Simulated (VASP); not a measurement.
# Re (Pm-3m) in VASP: notebook

Re is run at these levels: LDA; tasks: relaxation of cell and atoms.

All numbers are computed with VASP 6.6.1; they aren't measurements. Logs are shortened: lines on timing, memory, paths and dates and some standing lists are left out, and cuts for length are marked.

## (1) The cell of the first run

Symmetry: Pm-3m, No. 221, cubic system. The conventional cell has a = 2.298 Å, b = 2.298 Å, c = 2.298 Å, α = 90.00°, β = 90.00°, γ = 90.00°. Re (site symmetry m-3m) has 6 Re at 2.30 Å within 3.0 Å.

This isn't the form of Re at room conditions, which is hcp.

## (2) Relaxation of cell and atoms, LDA, target pressure 140 GPa, at which the enthalpy is minimised

INCAR

```
PREC = Accurate
ENCUT = 600
EDIFF = 1E-7
ISMEAR = -1
SIGMA = 0.08
LREAL = False
LASPH = True
NELM = 80
ALGO = Normal
ISIF = 3
LWAVE = False
LCHARG = False
IBRION = 2
NSW = 60
EDIFFG = -0.005
PSTRESS = 1400.0
```

KPOINTS

```
Automatic mesh
0
Gamma
  16 16 16
```

POSCAR

```
Re
1.0
    2.2984585701      0.0000000000      0.0000000000
    0.0000000000      2.2984585701      0.0000000000
    0.0000000000      0.0000000000      2.2984585701
Re
1
Direct
    0.0000000000      0.0000000000      0.0000000000
```

Potentials or basis: VASP PAW LDA potentials, release 64 (Re).

On the command line:

```bash
> cat potpaw_LDA.64/Re/POTCAR > POTCAR
> mpirun -np 1 vasp_std > vasp.out
```

OUTCAR:

```text
PREC = Accurate
   ENCUT = 600
   EDIFF = 1E-7
   ISMEAR = -1
   LREAL = False
   LASPH = True
   NELM = 80
   ISIF = 3
   IBRION = 2
   NSW = 60
   EDIFFG = -0.005
   PSTRESS = 1400.0

 ion  position               nearest neighbor table
   1  0.000  0.000  0.000-

  LATTYP: Found a simple cubic cell.
 ALAT       =     2.2984585701

  Lattice vectors:

 A1 = (   2.2984585701,   0.0000000000,   0.0000000000)
 A2 = (   0.0000000000,   2.2984585701,   0.0000000000)
 A3 = (   0.0000000000,   0.0000000000,   2.2984585701)

Analysis of symmetry for initial positions (statically):
=====================================================================
 Subroutine PRICEL returns:
 Original cell was already a primitive cell.

 Routine SETGRP: Setting up the symmetry group for a
 simple cubic supercell.

 Subroutine GETGRP returns: Found 48 space group operations
 (whereof 48 operations were pure point group operations)
 out of a pool of 48 trial point group operations.

The static configuration has the point symmetry O_h .

Analysis of symmetry for dynamics (positions and initial velocities):
=====================================================================
 Subroutine PRICEL returns:
 Original cell was already a primitive cell.

 Routine SETGRP: Setting up the symmetry group for a
 simple cubic supercell.

 Subroutine GETGRP returns: Found 48 space group operations
 (whereof 48 operations were pure point group operations)
 out of a pool of 48 trial point group operations.

The dynamic configuration has the point symmetry O_h .

 Subroutine INISYM returns: Found 48 space group operations
 (whereof 48 operations are pure point group operations),
 and found     1 'primitive' translations

----------------------------------------------------------------------------------------

                                     Primitive cell

  volume of cell :      12.1426

  direct lattice vectors                    reciprocal lattice vectors
     2.298458570  0.000000000  0.000000000     0.435074190  0.000000000  0.000000000
     0.000000000  2.298458570  0.000000000     0.000000000  0.435074190  0.000000000
     0.000000000  0.000000000  2.298458570     0.000000000  0.000000000  0.435074190

  length of vectors
     2.298458570  2.298458570  2.298458570     0.435074190  0.435074190  0.435074190

  position of ions in fractional coordinates (direct lattice)
     0.000000000  0.000000000  0.000000000

  ion indices of the primitive-cell ions
   primitive index   ion index
                 1           1

----------------------------------------------------------------------------------------

 KPOINTS: Automatic mesh

Automatic generation of k-mesh.
 Grid dimensions read from file:
 generate k-points for:   16   16   16

 Generating k-lattice:

  Cartesian coordinates                     Fractional coordinates (reciprocal lattice)
     0.027192137  0.000000000  0.000000000     0.062500000  0.000000000  0.000000000
     0.000000000  0.027192137  0.000000000     0.000000000  0.062500000  0.000000000
     0.000000000  0.000000000  0.027192137     0.000000000  0.000000000  0.062500000

  Length of vectors
     0.027192137  0.027192137  0.027192137

  Shift w.r.t. Gamma in fractional coordinates (k-lattice)
     0.000000000  0.000000000  0.000000000

 Subroutine IBZKPT returns following result:
 ===========================================

 Found    165 irreducible k-points:

 Following reciprocal coordinates:
            Coordinates               Weight
  0.000000  0.000000  0.000000      1.000000
  0.062500  0.000000  0.000000      6.000000
  0.125000  0.000000  0.000000      6.000000
  0.187500  0.000000  0.000000      6.000000
  0.250000  0.000000  0.000000      6.000000
  0.312500  0.000000  0.000000      6.000000
[... 16 lines left out ...]
  0.437500  0.125000  0.000000     24.000000
  0.500000  0.125000  0.000000     12.000000
 [... further k-points ...]
   k-points           NKPTS =    165   k-points in BZ     NKDIM =    165   number of bands    NBANDS=      7
   number of dos      NEDOS =    301   number of ions     NIONS =      1
   total plane-waves  NPLWV =   5832
   dimension x,y,z NGX =    18 NGY =   18 NGZ =   18
   dimension x,y,z NGXF=    36 NGYF=   36 NGZF=   36
   ions per type =               1
   NGX,Y,Z   is equivalent  to a cutoff of  13.02, 13.02, 13.02 a.u.
   NGXF,Y,Z  is equivalent  to a cutoff of  26.04, 26.04, 26.04 a.u.
 SYSTEM =  unknown system
   PREC   = accura    normal or accurate (medium, high low for compatibility)
   ISTART =      0    job   : 0-new  1-cont  2-samecut
   ICHARG =      2    charge: 1-file 2-atom 10-const
   ISPIN  =      1    spin polarized calculation?
   LNONCOLLINEAR =      F non collinear calculations
   LSORBIT =      F    spin-orbit coupling
   LASPH  =      T    aspherical Exc in radial PAW
   ENCUT  =  600.0 eV  44.10 Ry    6.64 a.u.   4.59  4.59  4.59*2*pi/ulx,y,z
   NELM   =     80;   NELMIN=  2; NELMDL= -5     # of ELM steps
   EDIFF  = 0.1E-06   stopping-criterion for ELM
   LREAL  =      F    real-space projection
   EDIFFG = -.5E-02   stopping-criterion for IOM
   NSW    =     60    number of steps for IOM
   IBRION =      2    ionic relax: 0-MD 1-quasi-New 2-CG
   NFREE  =      1    steps in history (QN), initial steepest desc. (CG)
   ISIF   =      3    stress and relaxation
   ISYM   =      2    0-nonsym 1-usesym 2-fastsym
   POTIM  = 0.5000    time-step for ionic-motion
   TEBEG  =    0.0;   TEEND  =   0.0 temperature during run
   PSTRESS= 1400.0 pullay stress
   NELECT =       7.0000    total number of electrons
   NUPDOWN=      -1.0000    fix difference up-down
   EMIN   =  10.00;   EMAX   =-10.00  energy-range for DOS
   EFERMI =   0.00;   METHOD = LEGACY
   ISMEAR =    -1;   SIGMA  =   0.08  broadening in eV -4-tet -1-fermi 0-gaus
   EFERMI_NEDOS =   21; number of points for ismear=-14 and -15
   IALGO  =     38    algorithm
   IMIX   =      4    mixing-type and parameters
     AMIX     =   0.40;   BMIX     =  1.00
     AMIX_MAG =   1.60;   BMIX_MAG =  1.00
  volume/ion in A,a.u.               =      12.14        81.94
  Fermi-wavevector in a.u.,A,eV,Ry     =   1.362503  2.574758 25.258055  1.856415
  Thomas-Fermi vector in A             =   2.488987
   LORBIT       =      0    0 simple, 1 ext, 2 COOP (PROOUT), +10 PAW based schemes
   GGA     = CA    functional components
   LHFCALC =     F    Hartree Fock is set to
   AEXX    =    0.0000 exact exchange contribution
   IVDW    =     0    specifies the selected vdW correction
   LEPSILON=     F    determine dielectric tensor
   LRPA    =     F    only Hartree local field effects (RPA)
 conjugate gradient relaxation of ions
 non-spin polarized calculation
  energy-cutoff  :      600.00
  volume of cell :       12.14
 maximum number of plane-waves:       437
   NGX =  9   NGY =  9   NGZ =  9

--------------------------------------- Ionic step        1  -------------------------------------------

 number of electron       6.9999999 magnetization

 Free energy of the ion-electron system (eV)
  ---------------------------------------------------
  ext. energy  EPLUGINS =         0.00000000
  ---------------------------------------------------
  free energy    TOTEN  =       -10.69607464 eV

  energy without entropy =      -10.67663967  energy(sigma->0) =      -10.68635716

------------------------ aborting loop because EDIFF is reached ----------------------------------------

  FORCE on cell =-STRESS in cart. coord.  units (eV):
  Direction    XX          YY          ZZ          XY          YZ          ZX
  --------------------------------------------------------------------------------------
  -------------------------------------------------------------------------------------
  Total       12.2442739     12.2442739     12.2442739      0.0000000      0.0000000     -0.0000000
  in kB     1615.5990126   1615.5990126   1615.5990126      0.0000000      0.0000000     -0.0000000
  external PRESSURE =     215.5990126 kB  Pullay stress =    1400.0000000 kB

 VOLUME and BASIS-vectors are now :
 -----------------------------------------------------------------------------
  energy-cutoff  :      600.00
  volume of cell :       12.14
      direct lattice vectors                 reciprocal lattice vectors
     2.298458570  0.000000000  0.000000000     0.435074190  0.000000000  0.000000000
     0.000000000  2.298458570  0.000000000     0.000000000  0.435074190  0.000000000
     0.000000000  0.000000000  2.298458570     0.000000000  0.000000000  0.435074190
[... 7 lines left out ...]
  FREE ENERGIE OF THE ION-ELECTRON SYSTEM (eV)
  ---------------------------------------------------
  free  energy   TOTEN  =       -10.6960746388 eV

  energy  without entropy=      -10.6766396740  energy(sigma->0) =      -10.68635716

  enthalpy is  TOTEN    =        -0.0857787999 eV   P V=       10.6102958388

--------------------------------------- Ionic step        2  -------------------------------------------

 number of electron       7.0000003 magnetization

 E-fermi :   8.0172     XC(G=0): -13.4940

 val. band max:        8.0114708357   @ k =   0.5000   0.4375   0.2500
 cond. band min:       8.0280597358   @ k =   0.4375   0.1250   0.0000
 fundamental gap:      0.0165889001
 Fermi energy:         8.0172360687

 k-point     1 :       0.0000    0.0000    0.0000
  band No.  band energies     occupation
      1      -1.9387      2.00000
      2       1.8168      2.00000
      3       1.8168      2.00000
      4      12.1426      0.00000
      5      12.1426      0.00000
      6      12.1426      0.00000
      7      24.3325      0.00000

 k-point     2 :       0.0625    0.0000    0.0000
  band No.  band energies     occupation
      1      -1.7920      2.00000
      2       1.8537      2.00000
      3       1.9841      2.00000
      4      11.9013      0.00000
      5      11.9013      0.00000
      6      12.1599      0.00000
      7      23.5319      0.00000
[... 285 lines left out ...]
  FREE ENERGIE OF THE ION-ELECTRON SYSTEM (eV)
  ---------------------------------------------------
  free  energy   TOTEN  =       -11.0303629541 eV

  energy  without entropy=      -11.0098127540  energy(sigma->0) =      -11.02008785

  enthalpy is  TOTEN    =        -0.1066812388 eV   P V=       10.9236817153

--------------------------------------- Ionic step        4  -------------------------------------------

 number of electron       7.0000001 magnetization

 Free energy of the ion-electron system (eV)
  ---------------------------------------------------
  ext. energy  EPLUGINS =         0.00000000
  ---------------------------------------------------
  free energy    TOTEN  =       -10.99815709 eV

  energy without entropy =      -10.97771831  energy(sigma->0) =      -10.98793770

 E-fermi :  10.8835     XC(G=0): -14.5951

 val. band max:       10.8819214496   @ k =   0.4375   0.1875   0.0000
 cond. band min:      10.8877588328   @ k =   0.3125   0.2500   0.0625
 fundamental gap:      0.0058373832
 Fermi energy:        10.8835001192

 k-point     1 :       0.0000    0.0000    0.0000
  band No.  band energies     occupation
      1      -0.5285      2.00000
      2       2.8254      2.00000
      3       2.8254      2.00000
      4      16.3759      0.00000
      5      16.3759      0.00000
      6      16.3759      0.00000
      7      29.1295      0.00000

 k-point     2 :       0.0625    0.0000    0.0000
  band No.  band energies     occupation
      1      -0.3443      2.00000
      2       2.8733      2.00000
      3       3.0658      2.00000
      4      16.0200      0.00000
      5      16.0200      0.00000
      6      16.4007      0.00000
      7      28.2139      0.00000
[... 242 lines left out ...]
 POSITION                                       TOTAL-FORCE (eV/Angst)
 -----------------------------------------------------------------------------------
      0.00000      0.00000      0.00000         0.000000      0.000000      0.000000
 -----------------------------------------------------------------------------------
    total drift:                                0.000000      0.000000      0.000000

  FREE ENERGIE OF THE ION-ELECTRON SYSTEM (eV)
  ---------------------------------------------------
  free  energy   TOTEN  =       -10.9981570888 eV

  energy  without entropy=      -10.9777183074  energy(sigma->0) =      -10.98793770

  enthalpy is  TOTEN    =        -0.1069652179 eV   P V=       10.8911918709

 reached required accuracy - stopping structural energy minimisation
```

It took 60 s on 1 thread of Intel Xeon 8259CL, shared host; peak memory 0.14 GiB.

What came out:

```yaml
Free_energy: -10.9982 eV
Relaxed_volume: 12.46 Å³/atom
Relaxed_cell: a = 2.319 Å, b = 2.319 Å, c = 2.319 Å, α = 90.00°, β = 90.00°, γ = 90.00°
Space_group_after_relaxing_to_0.1_Å: Pm-3m (No. 221)
Energy_change_on_relaxing_the_run_minimises_the_enthalpy: -302.1 meV/atom
Ionic_steps: 4
Pressure_after_relaxing: 140.0 GPa
Band_gap_on_the_k_mesh: zero (an odd number of electrons rules out a gap without spin polarisation)
```

Step by step:
```tsv
step	energy change (eV)	largest force (eV/Å)	pressure (GPa)	volume (Å³)
1	0.0000	0.0000	161.56	12.14
2	-1.5791	0.0000	24.45	15.25
3	-0.3343	0.0000	137.60	12.50
4	-0.3021	0.0000	139.95	12.46
```

Final structure:
```yaml
crystal:
  lattice:
    - [2.31857, 0.00000, 0.00000]
    - [0.00000, 2.31857, 0.00000]
    - [0.00000, 0.00000, 2.31857]
  atoms:
    - { symbol: Re, position: [0.00000, 0.00000, 0.00000] }
```

Levels at points of the mesh, in eV from the Fermi level:
```csv
k point,band 1,band 2,band 3,band 4,band 5,band 6,band 7
"(0.00, 0.00, 0.00)",-11.41,-8.06,-8.06,5.49,5.49,5.49,18.25
"(0.50, 0.00, 0.00)",-7.32,-6.63,-1.17,-0.51,-0.51,6.17,12.76
"(0.50, 0.50, 0.00)",-9.96,-5.17,0.72,0.72,6.41,6.41,9.73
"(0.50, 0.50, 0.50)",-7.61,-7.61,-7.61,6.60,10.22,10.22,16.79
```

Caveat: the cell is relaxed towards a set pressure, so the run minimises the enthalpy, not the energy; spin-orbit coupling is left out, which moves the levels of the heavy elements.

## (3) Relaxation of cell and atoms, LDA, target pressure 140 GPa, at which the enthalpy is minimised

This run uses another cell than the first one, of 12.48 Å³/atom.

INCAR

```
SYSTEM = Re
PREC = Accurate
ENCUT = 600
EDIFF = 1E-6
ISMEAR = -1
SIGMA = 0.08
LREAL = .FALSE.
LASPH = .TRUE.
NELM = 80
ALGO = Normal
ISIF = 3
LWAVE = .FALSE.
LCHARG = .FALSE.
GGA = CA
IBRION = 2
NSW = 32
EDIFFG = -0.005
PSTRESS = 1400.0
```

KPOINTS

```
regular mesh
0
G
  16 16 16
  0 0 0
```

POSCAR

```
Re
1.0
    2.3194729750      0.0000000000      0.0000000000
    0.0000000000      2.3194729750      0.0000000000
    0.0000000000      0.0000000000      2.3194729750
Re
1
Direct
    0.0000000000      0.0000000000      0.0000000000
```

Potentials or basis: VASP PAW LDA potentials, release 64 (Re).

On the command line:

```bash
> cat potpaw_LDA.64/Re/POTCAR > POTCAR
> mpirun -np 1 vasp_std > vasp.out
```

Run time: 49 s. Hardware: 1 thread of Intel Xeon 8259CL, shared host; peak memory 0.14 GiB.

It converged, with:

```
Free energy                                                : -10.9978 eV
Relaxed volume                                             : 12.46 Å³/atom
Relaxed cell                                               : a = 2.319 Å, b = 2.319 Å, c = 2.319 Å, α = 90.00°, β = 90.00°, γ = 90.00°
Space group after relaxing (to 0.1 Å)                      : Pm-3m (No. 221)
Energy change on relaxing (the run minimises the enthalpy) : +13.2 meV/atom
Ionic steps                                                : 3
Pressure after relaxing                                    : 140.0 GPa
Band gap on the k mesh                                     : zero (an odd number of electrons rules out a gap without spin polarisation)
```

Step by step:
| step | energy change (eV) | largest force (eV/Å) | pressure (GPa) | volume (Å³) |
| --- | --- | --- | --- | --- |
| 1 | 0.0000 | 0.0000 | 139.03 | 12.48 |
| 2 | 0.1211 | 0.0000 | 147.80 | 12.34 |
| 3 | 0.0132 | 0.0000 | 139.99 | 12.46 |

Final structure:
```
Re
1.0
     2.31854    0.00000    0.00000
     0.00000    2.31854    0.00000
     0.00000    0.00000    2.31854
Re
1
Direct
  0.00000 0.00000 0.00000
```

Levels at points of the mesh, in eV from the Fermi level:
| k point | band 1 | band 2 | band 3 | band 4 | band 5 | band 6 |
| --- | --- | --- | --- | --- | --- | --- |
| (0.00, 0.00, 0.00) | -11.41 | -8.06 | -8.06 | 5.49 | 5.49 | 5.49 |
| (0.50, 0.00, 0.00) | -7.32 | -6.63 | -1.17 | -0.51 | -0.51 | 6.17 |
| (0.50, 0.50, 0.00) | -9.96 | -5.17 | 0.72 | 0.72 | 6.41 | 6.41 |
| (0.50, 0.50, 0.50) | -7.61 | -7.61 | -7.61 | 6.60 | 10.22 | 10.22 |

Caveat: the cell is relaxed towards a set pressure, so the run minimises the enthalpy, not the energy; spin-orbit coupling is left out, which moves the levels of the heavy elements.
